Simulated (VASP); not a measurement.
Write the native input for VASP 6.6.1 that does the following.

* Task: relaxation of cell and atoms
* Functional: PBE
* Potentials or basis: VASP PAW PBE potentials, release 64 (Ti_sv, C)
* Cutoff: 600 eV
* k mesh: 17 × 17 × 17
* Occupations: fermi-dirac, width 0.1 eV
* Spin: no spin polarisation
* Target pressure: 180 GPa
* Dipole correction: no
* Further INCAR settings: ALGO = Normal; EDIFF = 1e-06; IBRION = 2; EDIFFG = -0.005; NSW = 32; ISIF = 3

The structure of TiC (rocksalt type) lies in POSCAR:

```
TiC
1.0
    0.0000000000      1.9235030705      1.9235030705
    1.9235030705      0.0000000000      1.9235030705
    1.9235030705      1.9235030705      0.0000000000
Ti C
1 1
Direct
    0.0000000000      0.0000000000      0.0000000000
    0.5000000000      0.5000000000      0.5000000000
```

The input as run:

INCAR

```
SYSTEM = TiC
PREC = Accurate ; ENCUT = 600
EDIFF = 1E-6 ; ISMEAR = -1
SIGMA = 0.1 ; LREAL = .FALSE.
LASPH = .TRUE. ; NELM = 100
ALGO = Normal ; ISIF = 3
LWAVE = .FALSE. ; LCHARG = .FALSE.
GGA = PE ; IBRION = 2
NSW = 32 ; EDIFFG = -0.005
PSTRESS = 1800.0
```

KPOINTS

```
Automatic mesh
0
G
  17 17 17
  0 0 0
```

Potentials or basis: VASP PAW PBE potentials, release 64 (Ti_sv, C).

Run with:

```console
$ cat potpaw_PBE.64/Ti_sv/POTCAR potpaw_PBE.64/C/POTCAR > POTCAR
$ mpirun -np 1 vasp_std > vasp.out
```

Results of the run:

The relaxed volume is 7.11 Å³/atom. The relaxed cell is a = 2.719 Å, b = 2.719 Å, c = 2.719 Å, α = 60.00°, β = 60.00°, γ = 60.00° and the space group after relaxing (to 0.1 Å) is Fm-3m (No. 225). The energy change on relaxing (the run minimises the enthalpy) is +12.1 meV/atom. The ionic steps are 3, the pressure after relaxing is 180.0 GPa and the band gap on the k mesh is zero (bands 8 and 9 overlap by 1.14 eV).

Caveat: the cell is relaxed towards a set pressure, so the run minimises the enthalpy, not the energy.

Wall time 97 s on 1 thread of Intel Xeon 8259CL, with other jobs on the host, peak memory 0.18 GiB.
